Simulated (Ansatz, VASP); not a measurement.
**Two plane-wave programs on MgS**

File POSCAR:

```
MgS
1.0
    0.0000000000      2.7742593044      2.7742593044
    2.7742593044      0.0000000000      2.7742593044
    2.7742593044      2.7742593044      0.0000000000
Mg S
1 1
Direct
    0.0000000000      0.0000000000      0.0000000000
    0.2500000000      0.2500000000      0.2500000000
```

Contents of INCAR.step1:

```
SYSTEM = MgS
PREC = Accurate ; ENCUT = 520
EDIFF = 1E-5 ; ISMEAR = 0
SIGMA = 0.01 ; LREAL = .FALSE.
LASPH = .TRUE. ; NELM = 60
ALGO = Normal ; ISIF = 2
LWAVE = .TRUE. ; LCHARG = .FALSE.
NBANDS = 11 ; GGA = PE
```

The input INCAR.step2:

```
SYSTEM = MgS
PREC = Accurate ; ENCUT = 520
EDIFF = 1E-6 ; ISMEAR = 0
SIGMA = 0.01 ; LREAL = .FALSE.
LASPH = .TRUE. ; NELM = 60
ALGO = Normal ; ISIF = 2
LWAVE = .FALSE. ; LCHARG = .FALSE.
GGA = PE ; LHFCALC = .TRUE.
HFSCREEN = 0.2079 ; PRECFOCK = Normal
NBANDS = 11 ; ISTART = 1
```

The input KPOINTS:

```
Automatic mesh
0
G
  6 6 6
  0 0 0
```

Input for Ansatz:

```yaml
crystal:
  lattice:
    - [0.0, 2.7742593044, 2.7742593044]
    - [2.7742593044, 0.0, 2.7742593044]
    - [2.7742593044, 2.7742593044, 0.0]
  atoms:
    - { symbol: Mg, position: [0.0, 0.0, 0.0] }
    - { symbol: S, position: [0.25, 0.25, 0.25] }
kpoints:
  mp_grid: { grid: [6, 6, 6] }
  band_path:
    path:
      - [0.0, 0.0, 0.0]
      - [-0.5, -0.5, 0.0]
      - [-0.375, -0.375, 0.25]
      - [-0.375, 0.0, 0.375]
      - [0.0, 0.0, 0.5]
      - [-0.5, -0.25, 0.25]
    npoints: 1
hamiltonian:
  xc: hse06
scf:
  occupations: { method: fixed }
  n_extra_bands: 4
output:
  forces: true
  stress: true
  eigenvalues: true
```

Change from the starting cell: hydrostatic strain -2.0%.

Alike in both runs: task single point; functional HSE06; k mesh 6 × 6 × 6; no spin polarisation.

|  | VASP | Ansatz |
| --- | --- | --- |
| version | VASP 6.6.1 | Ansatz 0.2.0 |
| potentials or method | VASP PAW PBE potentials, release 64 (Mg, S) | plane waves, PAW |
| plane-wave cutoff (eV) | 520 | 420 |
| occupations | gaussian, width 0.01 eV | fixed |
| valence electrons in the cell | 8 | 16 |

Ansatz gave:

| Item | Value |
| --- | --- |
| gap on the k mesh at the Fermi level (eV) | 4.81 |
| pressure (GPa) | 4.1 |

**Question.** Estimate VASP's values.

**Answer.** gap on the k mesh at the Fermi level (eV): 4.81; pressure (GPa): 4.0.

VASP's potentials hold 8 valence electrons a cell and Ansatz's 16, so a difference there can come from the potentials and not from the codes. Ansatz's warnings: stress exchange threshold loose, stress scf threshold loose.
